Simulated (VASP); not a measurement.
# YbHf3S2 (P6/mmm) in VASP: notebook

Runs on YbHf3S2. Level: PBE. Tasks: single point.

Program: VASP 6.6.1. These are calculated values, not measurements. Logs are shortened: lines on timing, memory, paths and dates and some standing lists are left out, and cuts for length are marked.

### 1 The cell of the first run

The structure is hexagonal, space group P6/mmm (No. 191). The conventional cell has a = 6.532 Å, b = 6.532 Å, c = 3.468 Å, α = 90.00°, β = 90.00°, γ = 120.00°. Yb (site symmetry 6/mmm) has 2 Yb at 3.47 Å and 12 Hf at 3.70 Å and 6 S at 3.77 Å within 4.6 Å. Hf (site symmetry mmm) has 4 S at 2.56 Å and 6 Hf at 3.27 to 3.47 Å within 3.5 Å. S (site symmetry -6m2) has 6 Hf at 2.56 Å and 2 S at 3.47 Å within 3.5 Å.

The cell was built from a structure type or drawn by symmetry, and may not be a known phase.

### 2 Single point, PBE

INCAR

```
SYSTEM = YbHf3S2
  PREC = Accurate
  ENCUT = 520
  EDIFF = 1E-7
  ISMEAR = 0
  SIGMA = 0.1
  LREAL = .False.
  LASPH = .True.
  NELM = 100
  ALGO = Normal
  ISIF = 2
  LWAVE = .False.
  LCHARG = .True.
  GGA = PE
  LELF = .True.
  LVHAR = .True.
  NBANDS = 42
```

KPOINTS

```
regular mesh
0
Gamma
  6 6 10
  0 0 0
```

POSCAR

```
YbHf3S2
1.0
    6.5324548115      0.0000000000      0.0000000000
   -3.2662274057      5.6572718158      0.0000000000
    0.0000000000      0.0000000000      3.4681231626
Yb Hf S
1 3 2
Direct
    0.0000000000      0.0000000000      0.0000000000
    0.5000000000      0.0000000000      0.5000000000
    0.5000000000      0.5000000000      0.5000000000
    0.0000000000      0.5000000000      0.5000000000
    0.3333333333      0.6666666667      0.0000000000
    0.6666666667      0.3333333333      0.0000000000
```

Potentials or basis: VASP PAW PBE potentials, release 64 (Yb, Hf_pv, S).

Started as:

```
> cat potpaw_PBE.64/Yb/POTCAR potpaw_PBE.64/Hf_pv/POTCAR potpaw_PBE.64/S/POTCAR > POTCAR
> mpirun -np 1 vasp_std > vasp.out
```

OUTCAR:

```text
SYSTEM = YbHf3S2
   PREC = Accurate
   ENCUT = 520
   EDIFF = 1E-7
   ISMEAR = 0
   LREAL = .False.
   LASPH = .True.
   NELM = 100
   ISIF = 2
   GGA = PE

 ion  position               nearest neighbor table
   1  0.000  0.000  0.000-   4 3.70   4 3.70   4 3.70   4 3.70   3 3.70   3 3.70   3 3.70   3 3.70
                             2 3.70   2 3.70   2 3.70   2 3.70
   2  0.500  0.000  0.500-   5 2.56   6 2.56   5 2.56   6 2.56   3 3.27   3 3.27   4 3.27   4 3.27
                             1 3.70   1 3.70   1 3.70   1 3.70
   3  0.500  0.500  0.500-   5 2.56   6 2.56   5 2.56   6 2.56   2 3.27   2 3.27   4 3.27   4 3.27
                             1 3.70   1 3.70   1 3.70   1 3.70
   4  0.000  0.500  0.500-   5 2.56   6 2.56   5 2.56   6 2.56   2 3.27   2 3.27   3 3.27   3 3.27
                             1 3.70   1 3.70   1 3.70   1 3.70
   5  0.333  0.667  0.000-   2 2.56   2 2.56   4 2.56   4 2.56   3 2.56   3 2.56
   6  0.667  0.333  0.000-   2 2.56   2 2.56   4 2.56   4 2.56   3 2.56   3 2.56

  LATTYP: Found a hexagonal cell.
 ALAT       =     6.5324548115
 C/A-ratio  =     0.5309065677

  Lattice vectors:

 A1 = (   6.5324548115,   0.0000000000,   0.0000000000)
 A2 = (  -3.2662274057,   5.6572718158,   0.0000000000)
 A3 = (   0.0000000000,   0.0000000000,   3.4681231626)

Analysis of symmetry for initial positions (statically):
=====================================================================
 Subroutine PRICEL returns:
 Original cell was already a primitive cell.

 Routine SETGRP: Setting up the symmetry group for a
 hexagonal supercell.

 Subroutine GETGRP returns: Found 24 space group operations
 (whereof 24 operations were pure point group operations)
 out of a pool of 24 trial point group operations.

The static configuration has the point symmetry D_6h.

Analysis of symmetry for dynamics (positions and initial velocities):
=====================================================================
 Subroutine PRICEL returns:
 Original cell was already a primitive cell.

 Routine SETGRP: Setting up the symmetry group for a
 hexagonal supercell.

 Subroutine GETGRP returns: Found 24 space group operations
 (whereof 24 operations were pure point group operations)
 out of a pool of 24 trial point group operations.

The dynamic configuration has the point symmetry D_6h.

 Subroutine INISYM returns: Found 24 space group operations
 (whereof 24 operations are pure point group operations),
 and found     1 'primitive' translations

----------------------------------------------------------------------------------------

                                     Primitive cell

  volume of cell :     128.1675

  direct lattice vectors                    reciprocal lattice vectors
     6.532454812  0.000000000  0.000000000     0.153081809  0.088381824  0.000000000
    -3.266227406  5.657271816  0.000000000     0.000000000  0.176763647  0.000000000
     0.000000000  0.000000000  3.468123163     0.000000000  0.000000000  0.288340394

  length of vectors
     6.532454812  6.532454811  3.468123163     0.176763647  0.176763647  0.288340394

  position of ions in fractional coordinates (direct lattice)
     0.000000000  0.000000000  0.000000000
     0.500000000  0.000000000  0.500000000
     0.500000000  0.500000000  0.500000000
     0.000000000  0.500000000  0.500000000
     0.333333333  0.666666667  0.000000000
     0.666666667  0.333333333  0.000000000

  ion indices of the primitive-cell ions
   primitive index   ion index
                 1           1
                 2           2
                 3           3
                 4           4
                 5           5
                 6           6

----------------------------------------------------------------------------------------

 KPOINTS: regular mesh

Automatic generation of k-mesh.
 Grid dimensions read from file:
 generate k-points for:    6    6   10

 Generating k-lattice:

  Cartesian coordinates                     Fractional coordinates (reciprocal lattice)
     0.025513635  0.014730304  0.000000000     0.166666667  0.000000000  0.000000000
     0.000000000  0.029460608  0.000000000     0.000000000  0.166666667  0.000000000
     0.000000000  0.000000000  0.028834039     0.000000000  0.000000000  0.100000000

  Length of vectors
     0.029460608  0.029460608  0.028834039

  Shift w.r.t. Gamma in fractional coordinates (k-lattice)
     0.000000000  0.000000000  0.000000000

 Subroutine IBZKPT returns following result:
 ===========================================

 Found     42 irreducible k-points:

 Following reciprocal coordinates:
            Coordinates               Weight
  0.000000  0.000000  0.000000      1.000000
  0.166667  0.000000  0.000000      6.000000
  0.333333  0.000000  0.000000      6.000000
  0.500000 -0.000000  0.000000      3.000000
  0.166667  0.166667  0.000000      6.000000
  0.333333  0.166667  0.000000     12.000000
[... 16 lines left out ...]
  0.166667  0.000000  0.300000     12.000000
  0.333333  0.000000  0.300000     12.000000
 [... further k-points ...]
   k-points           NKPTS =     42   k-points in BZ     NKDIM =     42   number of bands    NBANDS=     42
   number of dos      NEDOS =    301   number of ions     NIONS =      6
   total plane-waves  NPLWV =  70000
   dimension x,y,z NGX =    50 NGY =   50 NGZ =   28
   dimension x,y,z NGXF=   100 NGYF=  100 NGZF=   56
   ions per type =               1   3   2
   NGX,Y,Z   is equivalent  to a cutoff of  12.72, 12.72, 13.42 a.u.
   NGXF,Y,Z  is equivalent  to a cutoff of  25.45, 25.45, 26.84 a.u.
 SYSTEM =  YbHf3S2
   PREC   = accura    normal or accurate (medium, high low for compatibility)
   ISTART =      0    job   : 0-new  1-cont  2-samecut
   ICHARG =      2    charge: 1-file 2-atom 10-const
   ISPIN  =      1    spin polarized calculation?
   LNONCOLLINEAR =      F non collinear calculations
   LSORBIT =      F    spin-orbit coupling
   LASPH  =      T    aspherical Exc in radial PAW
   ENCUT  =  520.0 eV  38.22 Ry    6.18 a.u.  12.15 12.15  6.45*2*pi/ulx,y,z
   NELM   =    100;   NELMIN=  2; NELMDL= -5     # of ELM steps
   EDIFF  = 0.1E-06   stopping-criterion for ELM
   LREAL  =      F    real-space projection
   EDIFFG = 0.1E-05   stopping-criterion for IOM
   NSW    =      0    number of steps for IOM
   IBRION =     -1    ionic relax: 0-MD 1-quasi-New 2-CG
   NFREE  =      0    steps in history (QN), initial steepest desc. (CG)
   ISIF   =      2    stress and relaxation
   ISYM   =      2    0-nonsym 1-usesym 2-fastsym
   POTIM  = 0.5000    time-step for ionic-motion
   TEBEG  =    0.0;   TEEND  =   0.0 temperature during run
   PSTRESS=    0.0 pullay stress
   NELECT =      66.0000    total number of electrons
   NUPDOWN=      -1.0000    fix difference up-down
   EMIN   =  10.00;   EMAX   =-10.00  energy-range for DOS
   EFERMI =   0.00;   METHOD = LEGACY
   ISMEAR =     0;   SIGMA  =   0.10  broadening in eV -4-tet -1-fermi 0-gaus
   EFERMI_NEDOS =   21; number of points for ismear=-14 and -15
   IALGO  =     38    algorithm
   IMIX   =      4    mixing-type and parameters
     AMIX     =   0.40;   BMIX     =  1.00
     AMIX_MAG =   1.60;   BMIX_MAG =  1.00
  volume/ion in A,a.u.               =      21.36       144.15
  Fermi-wavevector in a.u.,A,eV,Ry     =   1.312190  2.479680 23.427101  1.721843
  Thomas-Fermi vector in A             =   2.442600
   LORBIT       =      0    0 simple, 1 ext, 2 COOP (PROOUT), +10 PAW based schemes
   GGA     = PE    functional components
   LHFCALC =     F    Hartree Fock is set to
   AEXX    =    0.0000 exact exchange contribution
   IVDW    =     0    specifies the selected vdW correction
   LEPSILON=     F    determine dielectric tensor
   LRPA    =     F    only Hartree local field effects (RPA)
 non-spin polarized calculation
 Gauss-broadening in eV      SIGMA  =   0.10
  energy-cutoff  :      520.00
  volume of cell :      128.17
 maximum number of plane-waves:      3470
 NGX is ok and might be reduce to    50
   NGX = 25   NGY = 25   NGZ = 13

 number of electron      66.0000008 magnetization

 Free energy of the ion-electron system (eV)
  ---------------------------------------------------
  ext. energy  EPLUGINS =         0.00000000
  ---------------------------------------------------
  free energy    TOTEN  =       -45.82945599 eV

  energy without entropy =      -45.80216524  energy(sigma->0) =      -45.81581061

 E-fermi :   5.4919     XC(G=0): -10.8883

 val. band max:        5.4912085466   @ k =   0.3333   0.1667   0.5000
 cond. band min:       5.4922699290   @ k =   0.1667   0.1667   0.5000
 fundamental gap:      0.0010613824
 Fermi energy:         5.4918504391

 k-point     1 :       0.0000    0.0000    0.0000
  band No.  band energies     occupation
      1     -46.1015      2.00000
      2     -25.9894      2.00000
      3     -25.6092      2.00000
      4     -25.6092      2.00000
      5     -25.5928      2.00000
      6     -25.5288      2.00000
[... 34 lines left out ...]
     41       8.1516      0.00000
     42       8.9549      0.00000

 k-point     2 :       0.1667    0.0000    0.0000
  band No.  band energies     occupation
      1     -46.1015      2.00000
      2     -25.9630      2.00000
      3     -25.6177      2.00000
      4     -25.5960      2.00000
      5     -25.5891      2.00000
      6     -25.5326      2.00000
[... 34 lines left out ...]
     41       8.2317      0.00000
     42       8.6475      0.00000

 k-point     3 :       0.3333    0.0000    0.0000
  band No.  band energies     occupation
      1     -46.1015      2.00000
      2     -25.8965      2.00000
      3     -25.6483      2.00000
      4     -25.5794      2.00000
      5     -25.5639      2.00000
      6     -25.5424      2.00000
[... 897 lines left out ...]
      4     -25.6671      2.00000
      5     -25.6616      2.00000
      6     -25.5976      2.00000
[... 34 lines left out ...]
     41       8.8219      0.00000
     42       9.1563      0.00000

 k-point    24 :       0.3333    0.0000    0.3000
  band No.  band energies     occupation
      1     -46.0928      2.00000
      2     -25.8573      2.00000
      3     -25.7368      2.00000
      4     -25.6813      2.00000
      5     -25.6617      2.00000
      6     -25.6237      2.00000
[... 34 lines left out ...]
     41       8.5197      0.00000
     42       9.1166      0.00000

 [... further k-points ...]

------------------------ aborting loop because EDIFF is reached ----------------------------------------

  FORCE on cell =-STRESS in cart. coord.  units (eV):
  Direction    XX          YY          ZZ          XY          YZ          ZX
  --------------------------------------------------------------------------------------
  -------------------------------------------------------------------------------------
  Total       -0.3589970     -0.3589970     -0.4468224     -0.0000000     -0.0000000      0.0000000
  in kB       -4.4876964     -4.4876964     -5.5855703     -0.0000000     -0.0000000      0.0000000
  external PRESSURE =      -4.8536544 kB  Pullay stress =       0.0000000 kB

 VOLUME and BASIS-vectors are now :
 -----------------------------------------------------------------------------
  energy-cutoff  :      520.00
  volume of cell :      128.17
      direct lattice vectors                 reciprocal lattice vectors
     6.532454812  0.000000000  0.000000000     0.153081809  0.088381824  0.000000000
    -3.266227406  5.657271816  0.000000000     0.000000000  0.176763647  0.000000000
     0.000000000  0.000000000  3.468123163     0.000000000  0.000000000  0.288340394

 POSITION                                       TOTAL-FORCE (eV/Angst)
 -----------------------------------------------------------------------------------
      0.00000      0.00000      0.00000        -0.000000     -0.000000      0.000000
      3.26623      0.00000      1.73406        -0.000000     -0.000000      0.000000
      1.63311      2.82864      1.73406        -0.000000     -0.000000      0.000000
     -1.63311      2.82864      1.73406        -0.000000     -0.000000      0.000000
     -0.00000      3.77151      0.00000        -0.000000      0.000000     -0.000000
      3.26623      1.88576      0.00000         0.000000      0.000000      0.000000
 -----------------------------------------------------------------------------------
    total drift:                               -0.000000     -0.000000     -0.000000

  FREE ENERGIE OF THE ION-ELECTRON SYSTEM (eV)
  ---------------------------------------------------
  free  energy   TOTEN  =       -45.8294559887 eV

  energy  without entropy=      -45.8021652381  energy(sigma->0) =      -45.81581061
```

Wall time 15 min (1 thread of AMD EPYC 7R43 (Zen 3), shared host); peak memory 0.35 GiB.

What came out:

```
Free energy            : -45.8295 eV
Pressure               : -0.5 GPa
Band gap on the k mesh : zero (bands 33 and 34 overlap by 0.75 eV)
```

Levels at points of the mesh, in eV from the Fermi level:
| k point | band 29 | band 30 | band 31 | band 32 | band 33 | band 34 | band 35 | band 36 | band 37 | band 38 |
| --- | --- | --- | --- | --- | --- | --- | --- | --- | --- | --- |
| (0.00, 0.00, 0.00) | -0.34 | -0.30 | -0.30 | -0.27 | 0.50 | 0.50 | 0.97 | 0.97 | 1.45 | 1.45 |
| (0.50, 0.00, 0.00) | -0.31 | -0.31 | -0.31 | -0.30 | -0.28 | 0.81 | 0.88 | 1.14 | 1.19 | 1.34 |
| (0.00, 0.00, 0.50) | -0.34 | -0.30 | -0.30 | -0.20 | -0.20 | 0.22 | 0.36 | 0.36 | 1.63 | 2.47 |
| (0.50, 0.00, 0.50) | -0.33 | -0.29 | -0.27 | -0.27 | -0.24 | 0.18 | 0.37 | 0.38 | 1.70 | 2.21 |

Caveat: spin-orbit coupling is left out, which moves the levels of the heavy elements.

### 3 Single point, PBE, collinear spin, ferromagnetic start

This run uses another cell than the first one, of 20.86 Å³/atom.

INCAR

```
SYSTEM = YbHf3S2
PREC     = Accurate       ! precision mode
ENCUT    = 520            ! plane-wave cutoff, eV
EDIFF    = 1E-6           ! SCF threshold, eV
ISMEAR   = 0              ! smearing method
SIGMA    = 0.1            ! smearing width, eV
LREAL    = .False.        ! projectors in reciprocal space
LASPH    = .True.         ! aspherical terms in the spheres
NELM     = 150            ! most SCF steps
ALGO     = Normal         ! electronic algorithm
ISIF     = 2              ! what is computed and relaxed
LWAVE    = .False.        ! write WAVECAR
LCHARG   = .False.        ! write CHGCAR
ISPIN    = 2              ! spin polarisation
MAGMOM   = 1 0 0 0 0 0    ! initial moments
LORBIT   = 11             ! projections on sites
LMAXMIX  = 6              ! l up to which the mixer works
GGA      = PE             ! functional
NBANDS   = 46             ! bands
```

KPOINTS

```
regular mesh
0
Gamma
  3 3 6
  0 0 0
```

POSCAR

```
YbHf3S2
1.0
    6.2653839000      0.0000000000      0.0000000000
   -3.1326919500      5.4259816200      0.0000000000
    0.0000000000      0.0000000000      3.6812773900
Yb Hf S
1 3 2
Direct
    0.0000000000      0.0000000000      0.0000000000
    0.5000000000      0.0000000000      0.5000000000
    0.5000000000      0.5000000000      0.5000000000
    0.0000000000      0.5000000000      0.5000000000
    0.3333333300      0.6666666700      0.0000000000
    0.6666666700      0.3333333300      0.0000000000
```

Potentials or basis: VASP PAW PBE potentials, release 64 (Yb, Hf_pv, S).

Started as:

```
> cat potpaw_PBE.64/Yb/POTCAR potpaw_PBE.64/Hf_pv/POTCAR potpaw_PBE.64/S/POTCAR > POTCAR
> mpirun -np 1 vasp_std > vasp.out
```

Wall time 40 min (1 thread of AMD EPYC 7R43 (Zen 3), shared host); peak memory 0.34 GiB.

Results (log left out):

```
Free energy                                           : -45.6012 eV
Pressure                                              : 0.9 GPa
Band gap on the k mesh                                : zero (filled and empty bands overlap)
Net moment                                            : 0.00 μB per cell
Valence electrons inside the program's atomic spheres : Yb 22.05; Hf 8.40; S 3.74
```

Stress tensor (GPa, compression positive):
```
 1.86  0.00  0.00
 0.00  1.86  0.00
 0.00  0.00 -1.05
```

Levels at points of the mesh, in eV from the Fermi level:
Spin up:
```tsv
k point	band 30	band 31	band 32	band 33	band 34	band 35	band 36	band 37
(0.00, 0.00, 0.00)	-0.40	-0.40	-0.37	-0.17	-0.17	1.54	1.54	1.85
(0.00, 0.00, 0.50)	-0.38	-0.38	-0.05	-0.05	0.10	0.40	0.40	1.48
```
Spin down:
```tsv
k point	band 31	band 32	band 33	band 34	band 35	band 36
(0.00, 0.00, 0.00)	-0.40	-0.37	-0.17	-0.17	1.54	1.54
(0.00, 0.00, 0.50)	-0.38	-0.05	-0.05	0.10	0.40	0.40
```

Caveat: the k points lie up to 0.39 Å⁻¹ apart; spin-orbit coupling is left out, which moves the levels of the heavy elements. The state reached can hang on the start; a lower one may exist.
